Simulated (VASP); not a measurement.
# Al3GaN4 (Pm) in VASP: notebook

The runs below take Al3GaN4 through relaxation of cell and atoms, relaxation of the atoms, with PBEsol.

Program: VASP 6.6.1. These are calculated values, not measurements. Logs are shortened: lines on timing, memory, paths and dates and some standing lists are left out, and cuts for length are marked.

### 1 The cell of the first run

Symmetry: Pm, No. 6, monoclinic system. The conventional cell has a = 5.002 Å, b = 3.105 Å, c = 5.375 Å, α = 90.00°, β = 90.04°, γ = 90.00°. Al (site symmetry m) has 4 N at 1.87 to 1.89 Å within 2.5 Å. Within 2.5 Å of Al (site symmetry m) lie 4 N at 1.88 to 1.89 Å. Al (site symmetry m) has 4 N at 1.88 to 1.89 Å within 2.5 Å. Ga (site symmetry m) has 4 N at 1.92 to 1.94 Å within 2.5 Å. Within 2.5 Å of N (site symmetry m) lie 3 Al at 1.88 Å and 1 Ga at 1.94 Å. N (site symmetry m) has 4 Al at 1.89 Å within 2.5 Å. Within 2.5 Å of N (site symmetry m) lie 2 Al at 1.87 to 1.88 Å and 2 Ga at 1.92 Å. N (site symmetry m) has 3 Al at 1.88 to 1.89 Å and 1 Ga at 1.93 Å within 2.5 Å.

### 2 Relaxation of cell and atoms, PBEsol, target pressure 5 GPa, at which the enthalpy is minimised

The input, INCAR:

```
SYSTEM = Al3GaN4
PREC = Accurate
ENCUT = 600
EDIFF = 1E-6
ISMEAR = 0
SIGMA = 0.02
LREAL = .FALSE.
LASPH = .TRUE.
NELM = 80
ALGO = Normal
ISIF = 3
LWAVE = .FALSE.
LCHARG = .FALSE.
GGA = PS
IBRION = 2
NSW = 70
EDIFFG = -0.008
PSTRESS = 50.0
```

The input, KPOINTS:

```
regular mesh
0
G
  6 8 4
  0 0 0
```

The input, POSCAR:

```
Al3GaN4
1.0
    5.0015933614      0.0000000000     -0.0000245552
    0.0000000000      3.1054461975      0.0000000000
   -0.0033583515      0.0000000000      5.3748359711
Al Ga N
3 1 4
Direct
    0.5003238169      0.5000000000      0.1673659842
    0.0010008570      0.5000000000      0.8348386160
    0.0011529724      0.0000000000      0.3316491680
    0.4994048364      0.0000000000      0.6661819809
    0.1110537198      0.0000000000      0.6663134893
    0.1224280898      0.5000000000      0.1671803812
    0.6250754848      0.5000000000      0.8402050494
    0.6231592228      0.0000000000      0.3262663309
```

Potentials or basis: VASP PAW PBE potentials, release 64 (Al, Ga_d, N).

Launch:

```
$ cat potpaw_PBE.64/Al/POTCAR potpaw_PBE.64/Ga_d/POTCAR potpaw_PBE.64/N/POTCAR > POTCAR
$ mpirun -np 1 vasp_std > vasp.out
```

OUTCAR:

```text
SYSTEM = Al3GaN4
   PREC = Accurate
   ENCUT = 600
   EDIFF = 1E-6
   ISMEAR = 0
   LREAL = .FALSE.
   LASPH = .TRUE.
   NELM = 80
   ISIF = 3
   GGA = PS
   IBRION = 2
   NSW = 70
   EDIFFG = -0.008
   PSTRESS = 50.0

 ion  position               nearest neighbor table
   1  0.500  0.500  0.167-   7 1.87   8 1.88   8 1.88   6 1.89   2 3.07   3 3.07   3 3.07   3 3.08
                             3 3.08   2 3.08   4 3.10   4 3.10   4 3.11   4 3.11
   2  0.001  0.500  0.835-   5 1.88   5 1.88   7 1.88   6 1.89   1 3.07   4 3.07   4 3.07   1 3.08
                             4 3.09   4 3.09   3 3.09   3 3.09   3 3.12   3 3.12
   3  0.001  0.000  0.332-   5 1.88   6 1.89   6 1.89   8 1.89   1 3.07   1 3.07   4 3.07   1 3.08
                             1 3.08   4 3.09   2 3.09   2 3.09   2 3.12   2 3.12
   4  0.499  0.000  0.666-   7 1.92   7 1.92   8 1.93   5 1.94   3 3.07   2 3.07   2 3.07   2 3.09
                             2 3.09   3 3.09   1 3.10   1 3.10   1 3.11   1 3.11
   5  0.111  0.000  0.666-   2 1.88   2 1.88   3 1.88   4 1.94
   6  0.122  0.500  0.167-   2 1.89   3 1.89   3 1.89   1 1.89
   7  0.625  0.500  0.840-   1 1.87   2 1.88   4 1.92   4 1.92
   8  0.623  0.000  0.326-   1 1.88   1 1.88   3 1.89   4 1.93

  LATTYP: Found a simple monoclinic cell.
 ALAT       =     5.0015933615
 B/A-ratio  =     0.6208913786
 C/A-ratio  =     1.0746249509
 COS(beta)  =    -0.0006297380

  Lattice vectors:

 A1 = (   5.0015933614,   0.0000000000,  -0.0000245552)
 A2 = (   0.0000000000,   3.1054461975,   0.0000000000)
 A3 = (  -0.0033583515,   0.0000000000,   5.3748359711)

Analysis of symmetry for initial positions (statically):
=====================================================================
 Subroutine PRICEL returns:
 Original cell was already a primitive cell.

 Routine SETGRP: Setting up the symmetry group for a
 simple monoclinic supercell.

 Subroutine GETGRP returns: Found  2 space group operations
 (whereof  2 operations were pure point group operations)
 out of a pool of  4 trial point group operations.

The static configuration has the point symmetry C_1h.

Analysis of symmetry for dynamics (positions and initial velocities):
=====================================================================
 Subroutine PRICEL returns:
 Original cell was already a primitive cell.

 Routine SETGRP: Setting up the symmetry group for a
 simple monoclinic supercell.

 Subroutine GETGRP returns: Found  2 space group operations
 (whereof  2 operations were pure point group operations)
 out of a pool of  4 trial point group operations.

The dynamic configuration has the point symmetry C_1h.

 Subroutine INISYM returns: Found  2 space group operations
 (whereof  2 operations are pure point group operations),
 and found     1 'primitive' translations

[... 113 lines left out ...]
   ISYM   =      2    0-nonsym 1-usesym 2-fastsym
   POTIM  = 0.5000    time-step for ionic-motion
   TEBEG  =    0.0;   TEEND  =   0.0 temperature during run
   PSTRESS=   50.0 pullay stress
   NELECT =      42.0000    total number of electrons
   NUPDOWN=      -1.0000    fix difference up-down
   EMIN   =  10.00;   EMAX   =-10.00  energy-range for DOS
   EFERMI =   0.00;   METHOD = LEGACY
   ISMEAR =     0;   SIGMA  =   0.02  broadening in eV -4-tet -1-fermi 0-gaus
   EFERMI_NEDOS =   21; number of points for ismear=-14 and -15
   IALGO  =     38    algorithm
   IMIX   =      4    mixing-type and parameters
     AMIX     =   0.40;   BMIX     =  1.00
     AMIX_MAG =   1.60;   BMIX_MAG =  1.00
  volume/ion in A,a.u.               =      10.44        70.42
  Fermi-wavevector in a.u.,A,eV,Ry     =   1.302043  2.460505 23.066181  1.695316
  Thomas-Fermi vector in A             =   2.433137
   LORBIT       =      0    0 simple, 1 ext, 2 COOP (PROOUT), +10 PAW based schemes
   GGA     = PS    functional components
   LHFCALC =     F    Hartree Fock is set to
   AEXX    =    0.0000 exact exchange contribution
   IVDW    =     0    specifies the selected vdW correction
   LEPSILON=     F    determine dielectric tensor
   LRPA    =     F    only Hartree local field effects (RPA)
 conjugate gradient relaxation of ions
 non-spin polarized calculation
 Gauss-broadening in eV      SIGMA  =   0.02
  energy-cutoff  :      600.00
  volume of cell :       83.48
 maximum number of plane-waves:      2816
   NGX = 19   NGY = 13   NGZ = 21

--------------------------------------- Ionic step        1  -------------------------------------------

 number of electron      41.9999998 magnetization

 Free energy of the ion-electron system (eV)
  ---------------------------------------------------
  ext. energy  EPLUGINS =         0.00000000
  ---------------------------------------------------
  free energy    TOTEN  =       -60.04121964 eV

  energy without entropy =      -60.04121964  energy(sigma->0) =      -60.04121964

------------------------ aborting loop because EDIFF is reached ----------------------------------------

  FORCE on cell =-STRESS in cart. coord.  units (eV):
  Direction    XX          YY          ZZ          XY          YZ          ZX
  --------------------------------------------------------------------------------------
  -------------------------------------------------------------------------------------
  Total        2.4923961      2.5523928      2.5487666      0.0000000      0.0000000     -0.0033232
  in kB       47.8332674     48.9847041     48.9151115      0.0000000      0.0000000     -0.0637777
  external PRESSURE =      -1.4223057 kB  Pullay stress =      50.0000000 kB
[... 119 lines left out ...]
--------------------------------------- Ionic step        4  -------------------------------------------

 number of electron      41.9999998 magnetization

 Free energy of the ion-electron system (eV)
  ---------------------------------------------------
  ext. energy  EPLUGINS =         0.00000000
  ---------------------------------------------------
  free energy    TOTEN  =       -60.03923411 eV

  energy without entropy =      -60.03923411  energy(sigma->0) =      -60.03923411

 E-fermi :   6.1648     XC(G=0): -11.4371

 val. band max:        6.0329036019   @ k =   0.0000   0.0000   0.0000
 cond. band min:       9.7280652254   @ k =   0.0000   0.0000   0.0000
 fundamental gap:      3.6951616235
 Fermi energy:         6.1648270368

 k-point     1 :       0.0000    0.0000    0.0000
  band No.  band energies     occupation
      1      -9.4792      2.00000
      2      -8.0043      2.00000
      3      -7.9603      2.00000
      4      -7.0330      2.00000
      5      -6.7605      2.00000
      6      -6.6653      2.00000
[... 685 lines left out ...]
     25      12.7036      0.00000
     26      14.6003      0.00000

 [... further k-points ...]
[... 5 lines left out ...]
  --------------------------------------------------------------------------------------
  -------------------------------------------------------------------------------------
  Total        2.6011395      2.6385265      2.6329904      0.0000000      0.0000000      0.0004831
  in kB       49.9590814     50.6771600     50.5708291      0.0000000      0.0000000      0.0092779
  external PRESSURE =       0.4023568 kB  Pullay stress =      50.0000000 kB
[... 27 lines left out ...]
  energy  without entropy=      -60.0392341135  energy(sigma->0) =      -60.03923411

  enthalpy is  TOTEN    =       -57.4359642018 eV   P V=        2.6032699117

 reached required accuracy - stopping structural energy minimisation
```

It took 10 min on 1 thread of AMD EPYC 7R43 (Zen 3), shared host; peak memory 0.29 GiB.

What came out:

```yaml
Free_energy: -60.0392 eV
Relaxed_volume: 10.43 Å³/atom
Relaxed_cell: a = 5.000 Å, b = 3.105 Å, c = 5.374 Å, α = 90.00°, β = 90.04°, γ = 90.00°
Space_group_after_relaxing_to_0.1_Å: Pm (No. 6)
Energy_change_on_relaxing_the_run_minimises_the_enthalpy: +0.2 meV/atom
Ionic_steps: 4
Pressure_after_relaxing: 5.0 GPa
Largest_force_after_relaxing: 0.008 eV/Å
Band_gap_on_the_k_mesh: 3.70 eV
```

Forces on the atoms (eV/Å):
```
Al   0.006  0.000  0.000
Al   0.005  0.000 -0.001
Al   0.003  0.000  0.000
Ga   0.001  0.000  0.001
N   -0.001  0.000 -0.001
N   -0.003  0.000  0.001
N   -0.007  0.000 -0.004
N   -0.004  0.000  0.004
```

Step by step:
```
step  energy change (eV)  largest force (eV/Å)  pressure (GPa)  volume (Å³)
   1              0.0000                0.0198            4.86        83.48
   2              0.0035                0.0113            5.17        83.37
   3              0.0019                0.0081            5.02        83.42
   4              0.0020                0.0078            5.04        83.42
```

Final structure:
```xyz
8
Lattice="4.9996 0.0000 -0.0001 0.0000 3.1049 0.0000 -0.0034 0.0000 5.3738" Properties=species:S:1:pos:R:3 pbc="T T T"
Al    2.5008    1.5524    0.8995
Al    0.0025    1.5524    4.4864
Al    0.0048    0.0000    1.7820
Ga    2.4945    0.0000    3.5798
N     0.5530    0.0000    3.5806
N     0.6115    1.5524    0.8984
N     3.1219    1.5524    4.5146
N     3.1143    0.0000    1.7536
```

Caveat: the cell is relaxed towards a set pressure, so the run minimises the enthalpy, not the energy; the PAW data sets were made with another functional, which shifts forces and pressure a little. A k mesh can miss the band edges.

### 3 Relaxation of cell and atoms, PBEsol, target pressure 2 GPa, at which the enthalpy is minimised

This run uses another cell than the first one, of 10.49 Å³/atom.

Edit INCAR of step 2 so:

```diff
@@ -3,3 +3,3 @@
 ENCUT = 600
-EDIFF = 1E-6
+EDIFF = 1E-7
 ISMEAR = 0
@@ -17,2 +17,2 @@
 EDIFFG = -0.008
-PSTRESS = 50.0
+PSTRESS = 20.0
```

The input, KPOINTS:

```
Automatic mesh
0
G
  6 8 4
  0 0 0
```

The input, POSCAR:

```
Al3GaN4
1.0
    5.0115450197      0.0000000000      0.0001142642
    0.0000000000      3.1102988973      0.0000000000
   -0.0032158110      0.0000000000      5.3837624708
Al Ga N
3 1 4
Direct
    0.5002300423      0.5000000000      0.1673295664
    0.0009207036      0.5000000000      0.8348055932
    0.0010880650      0.0000000000      0.3316926342
    0.4994217138      0.0000000000      0.6662009016
    0.1111724737      0.0000000000      0.6663292503
    0.1224543238      0.5000000000      0.1671578647
    0.6251234799      0.5000000000      0.8401923551
    0.6231881979      0.0000000000      0.3262928345
```

Potentials or basis: VASP PAW PBE potentials, release 64 (Al, Ga_d, N).

Launch:

```
$ cat potpaw_PBE.64/Al/POTCAR potpaw_PBE.64/Ga_d/POTCAR potpaw_PBE.64/N/POTCAR > POTCAR
$ mpirun -np 1 vasp_std > vasp.out
```

Wall time 12 min (1 thread of AMD EPYC 7R43 (Zen 3), shared host); peak memory 0.3 GiB.

Results (log left out):

| Item | Value |
| --- | --- |
| Free energy | -60.0660 eV |
| Relaxed volume | 10.58 Å³/atom |
| Relaxed cell | a = 5.025 Å, b = 3.119 Å, c = 5.399 Å, α = 90.00°, β = 90.04°, γ = 90.00° |
| Space group after relaxing (to 0.1 Å) | Pm (No. 6) |
| Energy change on relaxing (the run minimises the enthalpy) | -1.6 meV/atom |
| Ionic steps | 3 |
| Pressure after relaxing | 2.0 GPa |
| Largest force after relaxing | 0.008 eV/Å |
| Band gap on the k mesh | 3.58 eV |

Forces in eV/Å, atoms in the order of the input:
```
Al   0.007  0.000 -0.001
Al   0.002  0.000 -0.002
Al   0.001  0.000  0.001
Ga   0.003  0.000  0.003
N    0.001  0.000 -0.001
N   -0.002  0.000  0.001
N   -0.007  0.000 -0.004
N   -0.004  0.000  0.003
```

Step by step:
```tsv
step	energy change (eV)	largest force (eV/Å)	pressure (GPa)	volume (Å³)
1	0.0000	0.0186	3.74	83.92
2	-0.0175	0.0158	0.33	85.31
3	-0.0125	0.0078	2.00	84.62
```

Final structure:
```
Al Ga N
1.0
     5.02468    0.00000    0.00001
     0.00000    3.11921    0.00000
    -0.00333    0.00000    5.39895
Al Ga N
3 1 4
Cartesian
  2.5130 1.5596 0.9036
  0.0022 1.5596 4.5073
  0.0045 0.0000 1.7906
  2.5071 0.0000 3.5967
  0.5564 0.0000 3.5974
  0.6146 1.5596 0.9025
  3.1379 1.5596 4.5358
  3.1301 0.0000 1.7619
```

Levels at points of the mesh, in eV from the valence-band top:
```
           k point  band 18  band 19  band 20  band 21  band 22  band 23  band 24  band 25
(0.00, 0.00, 0.00)    -0.75    -0.09    -0.01     0.00     3.58     5.46     5.90     6.05
(0.50, 0.00, 0.00)    -0.67    -0.67    -0.32    -0.27     4.85     5.22     5.73     6.13
(0.00, 0.50, 0.00)    -1.92    -1.84    -1.58    -1.50     5.62     5.64     7.63     7.78
(0.50, 0.50, 0.00)    -1.20    -1.18    -1.16    -0.91     6.15     6.48     6.51     6.54
(0.00, 0.00, 0.50)    -0.58    -0.56    -0.40    -0.21     5.57     5.83     7.00     7.41
(0.50, 0.00, 0.50)    -1.22    -1.17    -1.14    -0.75     5.92     6.16     6.32     6.46
(0.00, 0.50, 0.50)    -1.98    -1.88    -0.79    -0.64     5.19     5.60     5.78     5.90
(0.50, 0.50, 0.50)    -1.54    -1.44    -1.42    -1.20     4.70     5.10     5.16     5.18
```

Caveat: the cell is relaxed towards a set pressure, so the run minimises the enthalpy, not the energy; the PAW data sets were made with another functional, which shifts forces and pressure a little. A k mesh can miss the band edges.

### 4 Relaxation of the atoms, PBEsol (strain along c alone, the other axes held: +3.0 %)

The input, INCAR:

```
SYSTEM = Al3GaN4
PREC = Accurate ; ENCUT = 520
EDIFF = 1E-6 ; ISMEAR = 0
SIGMA = 0.02 ; LREAL = .FALSE.
LASPH = .TRUE. ; NELM = 60
ALGO = Normal ; ISIF = 2
LWAVE = .FALSE. ; LCHARG = .FALSE.
GGA = PS ; IBRION = 2
NSW = 60 ; EDIFFG = -0.008
KPAR = 2
```

KPOINTS is that of step 3.

The input, POSCAR:

```
Al3GaN4
1.0
    5.0434080196      0.0000000000     -0.0000869255
    0.0000000000      3.1300738974      0.0000000000
   -0.0032061021      0.0000000000      5.5805317818
Al Ga N
3 1 4
Direct
    0.5008271294      0.5000000000      0.1669838422
    0.0014243779      0.5000000000      0.8351199139
    0.0016721452      0.0000000000      0.3321731698
    0.5003049097      0.0000000000      0.6656559823
    0.1107482086      0.0000000000      0.6649815437
    0.1217005537      0.5000000000      0.1657784306
    0.6243250027      0.5000000000      0.8415612523
    0.6225966730      0.0000000000      0.3277468651
```

Launch:

```
$ cat potpaw_PBE.64/Al/POTCAR potpaw_PBE.64/Ga_d/POTCAR potpaw_PBE.64/N/POTCAR > POTCAR
$ mpirun -np 2 vasp_std > vasp.out
```

Run time: 3.2 min. Hardware: 2 MPI ranks of Intel Xeon Platinum 8259CL at 2.50GHz (Skylake/Cascade Lake), shared host; peak memory 0.29 GiB.

Results (log left out):

- Free energy: -59.9809 eV
- Energy gained by relaxing: 0.3 meV/atom
- Ionic steps: 9
- Pressure after relaxing: -5.7 GPa
- Largest force after relaxing: 0.004 eV/Å
- Band gap on the k mesh: 3.19 eV

Forces in eV/Å, atoms in the order of the input:
```
Al   0.000  0.000  0.002
Al   0.001  0.000 -0.002
Al   0.000  0.000 -0.001
Ga   0.001  0.000 -0.001
N   -0.004  0.000  0.002
N    0.002  0.000  0.001
N    0.001  0.000 -0.002
N   -0.001  0.000  0.001
```

Stress tensor (GPa, compression positive):
```
 -2.92   0.00  -0.02
  0.00  -3.55   0.00
 -0.02   0.00 -10.67
```

Step by step:
```tsv
step	energy change (eV)	largest force (eV/Å)	pressure (GPa)
1	0.0000	0.1456	-5.65
2	-0.0026	0.0413	-5.72
3	-0.0027	0.0224	-5.71
4	-0.0027	0.0251	-5.71
5	-0.0027	0.0137	-5.72
6	-0.0027	0.0157	-5.71
7	-0.0027	0.0093	-5.72
8	-0.0028	0.0106	-5.72
9	-0.0028	0.0042	-5.71
```

Final structure:
```cif
data_structure
_symmetry_space_group_name_H-M 'P 1'
_symmetry_Int_Tables_number 1
_cell_length_a 5.0434
_cell_length_b 3.1301
_cell_length_c 5.5805
_cell_angle_alpha 90.000
_cell_angle_beta 90.034
_cell_angle_gamma 90.000
_cell_volume 88.10
loop_
_atom_site_label
_atom_site_type_symbol
_atom_site_fract_x
_atom_site_fract_y
_atom_site_fract_z
_atom_site_occupancy
Al1 Al 0.50132 0.50000 0.16657 1
Al2 Al 0.00205 0.50000 0.83537 1
Al3 Al 0.00222 0.00000 0.33255 1
Ga1 Ga 0.50099 0.00000 0.66535 1
N1 N 0.11034 0.00000 0.66372 1
N2 N 0.12101 0.50000 0.16457 1
N3 N 0.62370 0.50000 0.84279 1
N4 N 0.62196 0.00000 0.32907 1
```

Levels at points of the mesh, in eV from the valence-band top:
| k point | band 17 | band 18 | band 19 | band 20 | band 21 | band 22 | band 23 | band 24 | band 25 | band 26 |
| --- | --- | --- | --- | --- | --- | --- | --- | --- | --- | --- |
| (0.00, 0.00, 0.00) | -0.90 | -0.65 | -0.28 | -0.02 | 0.00 | 3.19 | 5.31 | 5.68 | 5.93 | 7.43 |
| (0.50, 0.00, 0.00) | -1.30 | -0.86 | -0.64 | -0.57 | -0.29 | 4.69 | 5.10 | 5.33 | 5.69 | 8.38 |
| (0.00, 0.50, 0.00) | -2.97 | -1.92 | -1.86 | -1.59 | -1.50 | 5.55 | 5.56 | 7.24 | 7.36 | 7.46 |
| (0.50, 0.50, 0.00) | -3.01 | -1.17 | -1.16 | -1.13 | -0.87 | 5.93 | 6.24 | 6.30 | 6.30 | 7.93 |
| (0.00, 0.00, 0.50) | -1.49 | -0.60 | -0.49 | -0.48 | -0.16 | 5.25 | 5.57 | 6.79 | 7.21 | 7.62 |
| (0.50, 0.00, 0.50) | -1.45 | -1.13 | -1.08 | -1.05 | -0.70 | 5.71 | 5.97 | 6.12 | 6.23 | 7.73 |
| (0.00, 0.50, 0.50) | -2.40 | -1.91 | -1.82 | -0.92 | -0.80 | 4.76 | 5.31 | 5.56 | 5.69 | 6.67 |
| (0.50, 0.50, 0.50) | -1.63 | -1.56 | -1.54 | -1.42 | -1.17 | 4.49 | 4.91 | 4.96 | 4.97 | 7.48 |

Caveat: the cell differs from its parent crystal (strain along c alone, the other axes held: +3.0 %); the PAW data sets were made with another functional, which shifts forces and pressure a little. A k mesh can miss the band edges.

### 5 The runs side by side

```csv
task,cell,cutoff (eV),gap on the mesh (eV),pressure (GPa),largest force (eV/Å)
relaxation of cell and atoms,"relaxed to 5 GPa from a = 5.002, b = 3.105, c = 5.375 Å, 8 atoms, atomic positions A",600,3.70,5.0,0.01
relaxation of cell and atoms,"relaxed to 2 GPa from a = 5.012, b = 3.110, c = 5.384 Å, 8 atoms, atomic positions B",600,3.58,2.0,0.01
relaxation of the atoms,"atoms relaxed from a = 5.043, b = 3.130, c = 5.581 Å, 8 atoms, atomic positions C",520,3.19,-5.7,-
```

Alike in all rows: level PBEsol; potentials or basis VASP PAW PBE potentials, release 64 (Al, Ga_d, N); no spin polarisation; k mesh 6 × 8 × 4; smearing gaussian 0.02 eV.

Caveats: the PAW data sets were made with another functional, which shifts forces and pressure a little; the cell is relaxed towards a set pressure, so the run minimises the enthalpy, not the energy (at least some runs).

Absolute energies hang on the potentials; compare differences alone.
